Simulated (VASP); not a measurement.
# BeSe2 (P6_3/mmc) in VASP: single point with PBE

Aim: the single point of BeSe2 with PBE.

Program: VASP 6.6.1. These are calculated values, not measurements. Logs are shortened: lines on timing, memory, paths and dates and some standing lists are left out, and cuts for length are marked.

### 1 The cell of the first run

Symmetry: P6_3/mmc, No. 194, hexagonal system. Conventional cell: a = 3.521 Å, b = 3.521 Å, c = 10.766 Å, α = 90.00°, β = 90.00°, γ = 120.00°. Within 3.2 Å of Be (site symmetry -6m2) lie 6 Se at 2.41 Å. Within 3.2 Å of Se (site symmetry 3m) lie 3 Be at 2.41 Å and 1 Se at 2.59 Å.

### 2 Single point, PBE

The input, INCAR:

```
PREC = Accurate
ENCUT = 520
EDIFF = 1E-7
ISMEAR = 0
SIGMA = 0.1
LREAL = F
LASPH = T
NELM = 60
ALGO = Normal
ISIF = 2
LWAVE = F
LCHARG = F
GGA = PE
NBANDS = 23
```

The input, KPOINTS:

```
regular mesh
0
Gamma
  12 12 4
```

The input, POSCAR:

```
BeSe2
1.0
    3.5206005864      0.0000000000      0.0000000000
   -1.7603002932      3.0489295444      0.0000000000
    0.0000000000      0.0000000000     10.7659866055
Be Se
2 4
Direct
    0.3333333333      0.6666666667      0.2500000000
    0.6666666667      0.3333333333      0.7500000000
    0.3333333333      0.6666666667      0.6296345343
    0.6666666667      0.3333333333      0.1296345343
    0.3333333333      0.6666666667      0.8703654657
    0.6666666667      0.3333333333      0.3703654657
```

Potentials or basis: VASP PAW PBE potentials, release 64 (Be, Se).

Command:

```sh
$ cat potpaw_PBE.64/Be/POTCAR potpaw_PBE.64/Se/POTCAR > POTCAR
$ mpirun -np 1 vasp_std > vasp.out
```

OUTCAR:

```text
PREC = Accurate
   ENCUT = 520
   EDIFF = 1E-7
   ISMEAR = 0
   LREAL = F
   LASPH = T
   NELM = 60
   ISIF = 2
   GGA = PE

 ion  position               nearest neighbor table
   1  0.333  0.667  0.250-   4 2.41   6 2.41   4 2.41   6 2.41   4 2.41   6 2.41
   2  0.667  0.333  0.750-   3 2.41   5 2.41   3 2.41   5 2.41   3 2.41   5 2.41
   3  0.333  0.667  0.630-   2 2.41   2 2.41   2 2.41   5 2.59
   4  0.667  0.333  0.130-   1 2.41   1 2.41   1 2.41   6 2.59
   5  0.333  0.667  0.870-   2 2.41   2 2.41   2 2.41   3 2.59
   6  0.667  0.333  0.370-   1 2.41   1 2.41   1 2.41   4 2.59

  LATTYP: Found a hexagonal cell.
 ALAT       =     3.5206005864
 C/A-ratio  =     3.0579971631

  Lattice vectors:

 A1 = (   3.5206005864,   0.0000000000,   0.0000000000)
 A2 = (  -1.7603002932,   3.0489295444,   0.0000000000)
 A3 = (   0.0000000000,   0.0000000000,  10.7659866055)

Analysis of symmetry for initial positions (statically):
=====================================================================
 Subroutine PRICEL returns:
 Original cell was already a primitive cell.

 Routine SETGRP: Setting up the symmetry group for a
 hexagonal supercell.

 Subroutine GETGRP returns: Found 24 space group operations
 (whereof 12 operations were pure point group operations)
 out of a pool of 24 trial point group operations.

The static configuration has the point symmetry D_3d.
 The point group associated with its full space group is D_6h.

Analysis of symmetry for dynamics (positions and initial velocities):
=====================================================================
 Subroutine PRICEL returns:
 Original cell was already a primitive cell.

 Routine SETGRP: Setting up the symmetry group for a
 hexagonal supercell.

 Subroutine GETGRP returns: Found 24 space group operations
 (whereof 12 operations were pure point group operations)
 out of a pool of 24 trial point group operations.

The dynamic configuration has the point symmetry D_3d.
 The point group associated with its full space group is D_6h.

 Subroutine INISYM returns: Found 24 space group operations
 (whereof 12 operations are pure point group operations),
 and found     1 'primitive' translations

----------------------------------------------------------------------------------------

                                     Primitive cell

  volume of cell :     115.5628

  direct lattice vectors                    reciprocal lattice vectors
     3.520600586  0.000000000  0.000000000     0.284042445  0.163991982  0.000000000
    -1.760300293  3.048929544  0.000000000     0.000000000  0.327983965  0.000000000
     0.000000000  0.000000000 10.765986606     0.000000000  0.000000000  0.092885124

  length of vectors
     3.520600586  3.520600586 10.765986606     0.327983965  0.327983965  0.092885124

  position of ions in fractional coordinates (direct lattice)
     0.333333333  0.666666667  0.250000000
     0.666666667  0.333333333  0.750000000
     0.333333333  0.666666667  0.629634534
     0.666666667  0.333333333  0.129634534
     0.333333333  0.666666667  0.870365466
     0.666666667  0.333333333  0.370365466

  ion indices of the primitive-cell ions
   primitive index   ion index
                 1           1
                 2           2
                 3           3
                 4           4
                 5           5
                 6           6

----------------------------------------------------------------------------------------

 KPOINTS: regular mesh

Automatic generation of k-mesh.
 Grid dimensions read from file:
 generate k-points for:   12   12    4

 Generating k-lattice:

  Cartesian coordinates                     Fractional coordinates (reciprocal lattice)
     0.023670204  0.013665999  0.000000000     0.083333333  0.000000000  0.000000000
     0.000000000  0.027331997  0.000000000     0.000000000  0.083333333  0.000000000
     0.000000000  0.000000000  0.023221281     0.000000000  0.000000000  0.250000000

  Length of vectors
     0.027331997  0.027331997  0.023221281

  Shift w.r.t. Gamma in fractional coordinates (k-lattice)
     0.000000000  0.000000000  0.000000000

 Subroutine IBZKPT returns following result:
 ===========================================

 Found     57 irreducible k-points:

 Following reciprocal coordinates:
            Coordinates               Weight
  0.000000  0.000000  0.000000      1.000000
  0.083333 -0.000000  0.000000      6.000000
  0.166667 -0.000000  0.000000      6.000000
  0.250000 -0.000000  0.000000      6.000000
  0.333333 -0.000000  0.000000      6.000000
  0.416667 -0.000000  0.000000      6.000000
[... 16 lines left out ...]
  0.250000 -0.000000  0.250000     12.000000
  0.333333 -0.000000  0.250000     12.000000
 [... further k-points ...]
   k-points           NKPTS =     57   k-points in BZ     NKDIM =     57   number of bands    NBANDS=     23
   number of dos      NEDOS =    301   number of ions     NIONS =      6
   total plane-waves  NPLWV =  62720
   dimension x,y,z NGX =    28 NGY =   28 NGZ =   80
   dimension x,y,z NGXF=    56 NGYF=   56 NGZF=  160
   ions per type =               2   4
   NGX,Y,Z   is equivalent  to a cutoff of  13.22, 13.22, 12.35 a.u.
   NGXF,Y,Z  is equivalent  to a cutoff of  26.44, 26.44, 24.71 a.u.
 SYSTEM =  unknown system
   PREC   = accura    normal or accurate (medium, high low for compatibility)
   ISTART =      0    job   : 0-new  1-cont  2-samecut
   ICHARG =      2    charge: 1-file 2-atom 10-const
   ISPIN  =      1    spin polarized calculation?
   LNONCOLLINEAR =      F non collinear calculations
   LSORBIT =      F    spin-orbit coupling
   LASPH  =      T    aspherical Exc in radial PAW
   ENCUT  =  520.0 eV  38.22 Ry    6.18 a.u.   6.55  6.55 20.02*2*pi/ulx,y,z
   NELM   =     60;   NELMIN=  2; NELMDL= -5     # of ELM steps
   EDIFF  = 0.1E-06   stopping-criterion for ELM
   LREAL  =      F    real-space projection
   EDIFFG = 0.1E-05   stopping-criterion for IOM
   NSW    =      0    number of steps for IOM
   IBRION =     -1    ionic relax: 0-MD 1-quasi-New 2-CG
   NFREE  =      0    steps in history (QN), initial steepest desc. (CG)
   ISIF   =      2    stress and relaxation
   ISYM   =      2    0-nonsym 1-usesym 2-fastsym
   POTIM  = 0.5000    time-step for ionic-motion
   TEBEG  =    0.0;   TEEND  =   0.0 temperature during run
   PSTRESS=    0.0 pullay stress
   NELECT =      28.0000    total number of electrons
   NUPDOWN=      -1.0000    fix difference up-down
   EMIN   =  10.00;   EMAX   =-10.00  energy-range for DOS
   EFERMI =   0.00;   METHOD = LEGACY
   ISMEAR =     0;   SIGMA  =   0.10  broadening in eV -4-tet -1-fermi 0-gaus
   EFERMI_NEDOS =   21; number of points for ismear=-14 and -15
   IALGO  =     38    algorithm
   IMIX   =      4    mixing-type and parameters
     AMIX     =   0.40;   BMIX     =  1.00
     AMIX_MAG =   1.60;   BMIX_MAG =  1.00
  volume/ion in A,a.u.               =      19.26       129.98
  Fermi-wavevector in a.u.,A,eV,Ry     =   1.020598  1.928651 14.172113  1.041621
  Thomas-Fermi vector in A             =   2.154177
   LORBIT       =      0    0 simple, 1 ext, 2 COOP (PROOUT), +10 PAW based schemes
   GGA     = PE    functional components
   LHFCALC =     F    Hartree Fock is set to
   AEXX    =    0.0000 exact exchange contribution
   IVDW    =     0    specifies the selected vdW correction
   LEPSILON=     F    determine dielectric tensor
   LRPA    =     F    only Hartree local field effects (RPA)
 non-spin polarized calculation
 Gauss-broadening in eV      SIGMA  =   0.10
  energy-cutoff  :      520.00
  volume of cell :      115.56
 maximum number of plane-waves:      3166
 NGX is ok and might be reduce to    28
   NGX = 13   NGY = 13   NGZ = 41

 number of electron      27.9999998 magnetization

 Free energy of the ion-electron system (eV)
  ---------------------------------------------------
  ext. energy  EPLUGINS =         0.00000000
  ---------------------------------------------------
  free energy    TOTEN  =       -21.91771505 eV

  energy without entropy =      -21.90503008  energy(sigma->0) =      -21.91137257

 E-fermi :   4.2507     XC(G=0):  -9.5901

 val. band max:        4.2237463551   @ k =   0.1667  -0.0000   0.0000
 cond. band min:       4.2515612946   @ k =   0.2500  -0.0000   0.5000
 fundamental gap:      0.0278149396
 Fermi energy:         4.2507252877

 k-point     1 :       0.0000    0.0000    0.0000
  band No.  band energies     occupation
      1     -11.1919      2.00000
      2     -10.7967      2.00000
      3      -9.2093      2.00000
      4      -8.2884      2.00000
      5      -2.2460      2.00000
      6       0.3213      2.00000
[... 15 lines left out ...]
     22       8.9643      0.00000
     23       9.7372      0.00000

 k-point     2 :       0.0833   -0.0000    0.0000
  band No.  band energies     occupation
      1     -11.1292      2.00000
      2     -10.7402      2.00000
      3      -9.1408      2.00000
      4      -8.2334      2.00000
      5      -2.1750      2.00000
      6       0.3167      2.00000
[... 15 lines left out ...]
     22       9.2060      0.00000
     23      10.1631      0.00000

 k-point     3 :       0.1667   -0.0000    0.0000
  band No.  band energies     occupation
      1     -10.9486      2.00000
      2     -10.5793      2.00000
      3      -8.9422      2.00000
      4      -8.0785      2.00000
      5      -1.9694      2.00000
      6       0.1857      2.00000
[... 15 lines left out ...]
     22       9.7717      0.00000
     23      10.5468      0.00000
[... 495 lines left out ...]
 k-point    23 :       0.2500   -0.0000    0.2500
  band No.  band energies     occupation
      1     -10.6359      2.00000
      2     -10.4044      2.00000
      3      -8.5173      2.00000
      4      -7.9700      2.00000
      5      -1.4284      2.00000
      6      -0.5648      2.00000
[... 15 lines left out ...]
     22      10.3659      0.00000
     23      10.5812      0.00000

 k-point    24 :       0.3333   -0.0000    0.2500
  band No.  band energies     occupation
      1     -10.3245      2.00000
      2     -10.1333      2.00000
      3      -8.1758      2.00000
      4      -7.7219      2.00000
      5      -1.5088      2.00000
      6      -1.3924      2.00000
[... 15 lines left out ...]
     22      10.3235      0.00000
     23      10.4403      0.00000

 [... further k-points ...]

------------------------ aborting loop because EDIFF is reached ----------------------------------------

  FORCE on cell =-STRESS in cart. coord.  units (eV):
  Direction    XX          YY          ZZ          XY          YZ          ZX
  --------------------------------------------------------------------------------------
  -------------------------------------------------------------------------------------
  Total        0.0487494      0.0487494      0.0897279      0.0000000      0.0000000      0.0000000
  in kB        0.6758685      0.6758685      1.2439995      0.0000000      0.0000000      0.0000000
  external PRESSURE =       0.8652455 kB  Pullay stress =       0.0000000 kB

 VOLUME and BASIS-vectors are now :
 -----------------------------------------------------------------------------
  energy-cutoff  :      520.00
  volume of cell :      115.56
      direct lattice vectors                 reciprocal lattice vectors
     3.520600586  0.000000000  0.000000000     0.284042445  0.163991982  0.000000000
    -1.760300293  3.048929544  0.000000000     0.000000000  0.327983965  0.000000000
     0.000000000  0.000000000 10.765986606     0.000000000  0.000000000  0.092885124

 POSITION                                       TOTAL-FORCE (eV/Angst)
 -----------------------------------------------------------------------------------
     -0.00000      2.03262      2.69150         0.000000     -0.000000      0.000000
      1.76030      1.01631      8.07449        -0.000000      0.000000      0.000000
     -0.00000      2.03262      6.77864         0.000000     -0.000000     -0.023434
      1.76030      1.01631      1.39564        -0.000000      0.000000     -0.023434
     -0.00000      2.03262      9.37034         0.000000     -0.000000      0.023434
      1.76030      1.01631      3.98735        -0.000000      0.000000      0.023434
 -----------------------------------------------------------------------------------
    total drift:                               -0.000000      0.000000      0.000000

  FREE ENERGIE OF THE ION-ELECTRON SYSTEM (eV)
  ---------------------------------------------------
  free  energy   TOTEN  =       -21.9177150524 eV

  energy  without entropy=      -21.9050300823  energy(sigma->0) =      -21.91137257
```

Wall time 2.1 min (1 thread of Intel Xeon Platinum 8259CL at 2.50GHz (Skylake/Cascade Lake), shared host); peak memory 0.31 GiB.

What came out:

```
Free energy            : -21.9177 eV
Pressure               : 0.1 GPa
Largest force          : 0.023 eV/Å
Band gap on the k mesh : zero (band 14 reaches 5.05 eV, above the bottom of band 15 at 3.87 eV)
```

Forces in eV/Å, atoms in the order of the input:
```
Be   0.000  0.000  0.000
Be   0.000  0.000  0.000
Se   0.000  0.000 -0.023
Se   0.000  0.000 -0.023
Se   0.000  0.000  0.023
Se   0.000  0.000  0.023
```
